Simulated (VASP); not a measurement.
Runs of VASP 6.6.1 on Na3Be2GaSb3. The structure is that of space group P6/mmm (No. 191), or close to it. The cells are those of the table. 

```tsv
task	cell	k mesh	cutoff (eV)	gap on the mesh (eV)	pressure (GPa)
relaxation of cell and atoms	relaxed from a = 6.220, b = 6.220, c = 6.381 Å, angles 90.0, 90.0, 120.0°, 9 atoms	3 × 3 × 4	600	none	0.0
single point	a = 6.220, b = 6.220, c = 6.381 Å, angles 90.0, 90.0, 120.0°, 9 atoms	3 × 3 × 4	520	none	31.6
single point	a = 8.044, b = 8.044, c = 5.962 Å, angles 90.0, 90.0, 120.0°, 9 atoms	6 × 6 × 6	520	none	(a)
single point	a = 8.013, b = 8.013, c = 5.936 Å, angles 90.0, 90.0, 120.0°, 9 atoms	3 × 3 × 4	520	none	0.3
```

Alike in all rows: level PBE; potentials or basis VASP PAW PBE potentials, release 64 (Na_pv, Be, Ga_d, Sb); no spin polarisation; smearing gaussian 0.1 eV.

Q: Estimate the missing entries.

A: (a) 0.1.

Caveats: some runs use coarse meshes; spin-orbit coupling is left out, which moves the levels of the heavy elements.

A k mesh can miss the band edges, and the runs leave out spin-orbit coupling on Ga, Sb.

A gap of «none» marks levels without a gap at the run's occupations.
